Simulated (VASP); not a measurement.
Runs of VASP 6.6.1 on AlNi. The structure is that of space group Cm (No. 8), or close to it. The cells are those of the table. 

| cell | further INCAR settings | gap on the mesh (eV) | pressure (GPa) | largest force (eV/Å) |
| --- | --- | --- | --- | --- |
| a = 2.862, b = 2.862, c = 8.645 Å, angles 85.3, 85.3, 90.0°, 6 atoms | ALGO = Fast; EDIFF = 1e-06; NBANDS = 28 | none | 14.0 | 11.16 |
| a = 2.862, b = 2.862, c = 8.987 Å, angles 83.9, 83.9, 90.0°, 6 atoms | ALGO = Fast; EDIFF = 1e-06; NBANDS = 28 | none | (a) | 7.50 |
| a = 2.862, b = 2.862, c = 9.437 Å, angles 82.7, 82.7, 90.0°, 6 atoms | ALGO = Fast; EDIFF = 1e-06; NBANDS = 28 | none | -1.1 | 1.94 |
| a = 2.862, b = 2.862, c = 9.292 Å, angles 88.5, 88.5, 90.0°, 6 atoms | ALGO = Fast; EDIFF = 1e-07; NBANDS = 28 | none | -6.3 | 1.35 |
| a = 2.862, b = 2.862, c = 8.691 Å, angles 83.7, 83.7, 90.0°, 6 atoms | ALGO = Fast; EDIFF = 1e-07; NBANDS = 28 | none | 23.4 | 20.07 |
| a = 2.862, b = 2.862, c = 11.906 Å, angles 84.3, 84.3, 90.0°, 6 atoms | ALGO = Fast; EDIFF = 1e-07; NBANDS = 28 | none | -4.5 | 1.01 |
| a = 2.862, b = 2.862, c = 8.592 Å, angles 88.4, 88.4, 90.0°, 6 atoms | ALGO = Fast; EDIFF = 1e-06; NBANDS = 28 | none | (b) | 1.45 |
| a = 2.862, b = 2.862, c = 11.829 Å, angles 86.5, 86.5, 90.0°, 6 atoms | ALGO = Fast; EDIFF = 1e-06; NBANDS = 28 | none | -4.5 | 1.01 |

Alike in all rows: task single point; level PBEsol; potentials or basis VASP PAW PBE potentials, release 64 (Al, Ni); no spin polarisation; k mesh 15 × 15 × 5; cutoff (eV) 520; smearing gaussian 0.15 eV.

**Question.** Estimate the missing entries.

**Answer.** (a) 7.7; (b) 1.7.

Caveats: the PAW data sets were made with another functional, which shifts forces and pressure a little; the cell stands under tension (at least some runs); the stress differs along the axes, from 6 to 30 GPa (at least some runs); the stress differs along the axes, from -1 to 25 GPa (at least some runs); the stress differs along the axes, from -4 to 6 GPa (at least some runs); atoms lie so close that the PAW spheres overlap strongly, which falsifies energies and pressures (at least some runs); the stress differs along the axes, from 5 to 60 GPa (at least some runs).

A gap of «none» marks levels without a gap at the run's occupations.
